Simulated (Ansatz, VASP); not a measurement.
# P: VASP beside Ansatz

The input INCAR:

```
SYSTEM = P
PREC = Accurate
ENCUT = 600
EDIFF = 1E-6
ISMEAR = -1
SIGMA = 0.1
LREAL = .False.
LASPH = .True.
NELM = 80
ALGO = Normal
ISIF = 3
LWAVE = .False.
LCHARG = .False.
GGA = PS
IBRION = 2
NSW = 80
EDIFFG = -0.01
```

The input KPOINTS:

```
regular mesh
0
Gamma
  14 14 14
  0 0 0
```

Contents of POSCAR:

```
P
1.0
    0.0000000000      1.9670729634      1.9670729634
    1.9670729634      0.0000000000      1.9670729634
    1.9670729634      1.9670729634      0.0000000000
P
1
Direct
    0.0000000000      0.0000000000      0.0000000000
```

Input for Ansatz:

```yaml
crystal:
  lattice:
    - [0.0, 1.9670729634, 1.9670729634]
    - [1.9670729634, 0.0, 1.9670729634]
    - [1.9670729634, 1.9670729634, 0.0]
  atoms:
    - { symbol: P, position: [0.0, 0.0, 0.0] }
hamiltonian:
  xc: pbesol
  pseudopotentials:
    kind: paw
    azcp:
      P: "pseudopotentials/P.paw.azcp"
basis:
  ecutwfc: 420
  fft_grid_basis: typed
kpoints:
  mp_grid: { grid: [14, 14, 14], shift: [0, 0, 0] }
magnetization:
  spin_polarized: false
scf:
  occupations: { method: fermi_dirac, width: 0.1 }
relax:
  max_steps: 60
  f_tol: 0.01
  cell: {}
```

Alike in both runs: task relaxation of cell and atoms; functional PBEsol; k mesh 14 × 14 × 14; occupations fermi-dirac, width 0.1 eV; no spin polarisation.

|  | VASP | Ansatz |
| --- | --- | --- |
| version | VASP 6.6.1 | Ansatz 0.2.0 |
| potentials or method | VASP PAW PBE potentials, release 64 (P), cutoff 600 eV | plane waves (420 eV) with PAW, scalar-relativistic |
| valence electrons in the cell | 5 | 5 |

```csv
,VASP,Ansatz,Ansatz less VASP
relaxed volume (Å³/atom),13.96,13.94,-0.018
relaxed cell length with the largest relative difference (Å),2.703,2.702,-0.0012
```

VASP's potentials were made for PBE, not for PBEsol, and Ansatz warns of the same on its side.
